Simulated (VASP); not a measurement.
Wanted: the native input for a VASP 6.6.1 run.

```
Task                   : relaxation of cell and atoms
Functional             : r2SCAN
Potentials or basis    : VASP PAW PBE potentials, release 64 (Zn)
Cutoff                 : 600 eV
k mesh                 : 18 × 18 × 8
Occupations            : fermi-dirac, width 0.15 eV
Spin                   : no spin polarisation
Dipole correction      : no
Further INCAR settings : ALGO = Normal; EDIFF = 1e-06; IBRION = 2; EDIFFG = -0.001; NSW = 80; ISIF = 3
```

Zn:

```
Zn
1.0
     2.59533    0.00000    0.00000
    -1.29767    2.24763    0.00000
     0.00000    0.00000    4.99053
Zn
2
Cartesian
  0.0000 1.4984 1.2476
  1.2977 0.7492 3.7429
```

The input as run:

POSCAR

```
Zn
1.0
    2.5953344750      0.0000000000      0.0000000000
   -1.2976672375      2.2476255866      0.0000000000
    0.0000000000      0.0000000000      4.9905328630
Zn
2
Direct
    0.3333333333      0.6666666667      0.2500000000
    0.6666666667      0.3333333333      0.7500000000
```

INCAR.step1

```
PREC = Accurate ; ENCUT = 600
ISMEAR = -1 ; SIGMA = 0.15
LREAL = False ; LASPH = True
NELM = 80 ; GGA = PE
ALGO = Normal ; EDIFF = 1E-4
LWAVE = True ; LCHARG = False
```

INCAR.step2

```
PREC = Accurate ; ENCUT = 600
EDIFF = 1E-6 ; ISMEAR = -1
SIGMA = 0.15 ; LREAL = False
LASPH = True ; NELM = 80
ALGO = Normal ; ISIF = 3
LWAVE = False ; LCHARG = False
METAGGA = R2SCAN ; LMIXTAU = True
IBRION = 2 ; NSW = 80
EDIFFG = -0.001 ; ISTART = 1
```

KPOINTS

```
regular mesh
0
Gamma
  18 18 8
```

Potentials or basis: VASP PAW PBE potentials, release 64 (Zn).

Command:

```bash
$ cat potpaw_PBE.64/Zn/POTCAR > POTCAR
$ cp INCAR.step1 INCAR
$ mpirun -np 1 vasp_std > vasp.out
$ cp INCAR.step2 INCAR
$ mpirun -np 1 vasp_std > vasp.out
```

It gave:

```yaml
Relaxed_volume: 14.53 Å³/atom
Relaxed_cell: a = 2.607 Å, b = 2.607 Å, c = 4.938 Å, α = 90.00°, β = 90.00°, γ = 120.00°
Space_group_after_relaxing_to_0.1_Å: P6_3/mmc (No. 194)
Energy_gained_by_relaxing: 0.2 meV/atom
Ionic_steps: 16
Pressure_after_relaxing: 0.0 GPa
Band_gap_on_the_k_mesh: zero (bands 12 and 13 overlap by 5.10 eV)
```

Caveat: the PAW data sets were made with another functional, which shifts forces and pressure a little.

Wall time 38 min on 1 thread of AMD EPYC 9R45 96-Core Processor (Zen 5) (shared host), peak memory 0.21 GiB.
